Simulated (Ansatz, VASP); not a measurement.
One calculation of Ni3Pt, two programs

```
Ni Pt
1.0
     3.55058    0.00000    0.00000
     0.00000    3.55058    0.00000
     0.00000    0.00000    3.55058
Ni Pt
3 1
Direct
  0.50000 0.00000 0.50000
  0.00000 0.50000 0.50000
  0.50000 0.50000 0.00000
  0.00000 0.00000 0.00000
```

Change from the starting cell: volume scaled by 0.94, LAPW.

Alike in both runs: task single point; functional LDA; k mesh 9 × 9 × 9; occupations fermi-dirac, width 0.05 eV; collinear spin.

|  | VASP | Ansatz |
| --- | --- | --- |
| version | VASP 6.6.1 | Ansatz 0.2.0 |
| potentials or method | VASP PAW LDA potentials, release 64 (Ni, Pt), cutoff 520 eV | all-electron LAPW, scalar-relativistic |

```csv
,VASP,Ansatz,Ansatz less VASP
pressure (GPa),3.1,3.0,-0.15
net moment per atom (μB),0.49,0.52,+0.032
size of the moment on the site where the two differ most (μB),0.56,0.61,+0.052
```

LDA's correlation is that of Perdew and Zunger in VASP and of Perdew and Wang (1992) in Ansatz. Site moments also hang on the region over which each program counts them. Ansatz ran all-electron here, and VASP with PAW potentials.

Neither program's run includes spin-orbit coupling.
